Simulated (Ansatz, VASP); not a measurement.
**One calculation of TlNiF4, two programs**

```
CELL_PARAMETERS angstrom
3.59031 0.00000 0.00000
0.00000 3.59031 0.00000
0.00000 0.00000 6.31019
ATOMIC_POSITIONS crystal
Tl 0.50000 0.50000 0.50000
Ni 0.00000 0.00000 0.00000
F 0.50000 0.00000 0.00000
F 0.00000 0.50000 0.00000
F 0.00000 0.00000 0.27370
F 0.00000 0.00000 0.72630
```

Alike in both runs: task single point; functional PBE; k mesh 5 × 5 × 3; no spin polarisation.

```csv
,VASP,Ansatz
version,VASP 6.6.1,Ansatz 0.2.0
potentials or method,"VASP PAW PBE potentials, release 64 (Tl_d, Ni, F), cutoff 520 eV",PAW plane waves
occupations,"fermi-dirac, width 0.1 eV",fermi-dirac
valence electrons in the cell,51,59
```

```tsv
	VASP	Ansatz	Ansatz less VASP
gap on the k mesh at the Fermi level (eV)	none	none	-
pressure (GPa)	16.7	16.6	-0.05
traceless stress, the component that is largest in VASP (GPa)	0.51	0.19	-0.312
rms of the force components (eV/Å)	0.837	0.799	-0.0378
```

Atom by atom the forces differ by 0.038 eV/Å (rms over components). A gap of «none» marks a metal or a gap that the smearing closes. VASP's potentials hold 51 valence electrons a cell and Ansatz's 59, so a difference there can come from the potentials and not from the codes.

Neither program's run includes spin-orbit coupling.
